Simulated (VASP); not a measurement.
Co, 2 atoms in the cell. It takes space group P-3m1 (No. 164, trigonal). Conventional cell: a = 2.487 Å, b = 2.487 Å, c = 4.063 Å, α = 90.00°, β = 90.00°, γ = 120.00°. Within 3.2 Å of Co (site symmetry 3m) lie 12 Co at 2.42 to 2.55 Å. 

- Program: VASP 6.6.1
- Task: relaxation of cell and atoms
- Functional: PBE
- Potentials or basis: VASP PAW PBE potentials, release 64 (Co)
- Cutoff: 600 eV
- k mesh: 18 × 18 × 10
- Occupations: gaussian, width 0.1 eV
- Spin: collinear spin, ferromagnetic start
- Starting moments: [1.93, 1.93] μB
- Dipole correction: no
- Further INCAR settings: ALGO = Fast; EDIFF = 1e-07; IBRION = 2; EDIFFG = -0.005; NSW = 100; ISIF = 3

Potentials or basis: VASP PAW PBE potentials, release 64 (Co).

Run with:

```sh
$ cat potpaw_PBE.64/Co/POTCAR > POTCAR
$ mpirun -np 1 vasp_std > vasp.out
```

Hardware: 1 thread of Intel(R) Xeon(R) Platinum 8175M CPU @ 2.50GHz (Skylake/Cascade Lake), with other jobs on the host.

Task: Estimate the wall time of this run.

Result: Run time: 26 min on 1 thread of Intel(R) Xeon(R) Platinum 8175M CPU @ 2.50GHz (Skylake/Cascade Lake), on a shared host, peak memory 0.32 GiB. Counts: scf iterations 75, k points 330, ion steps 9.
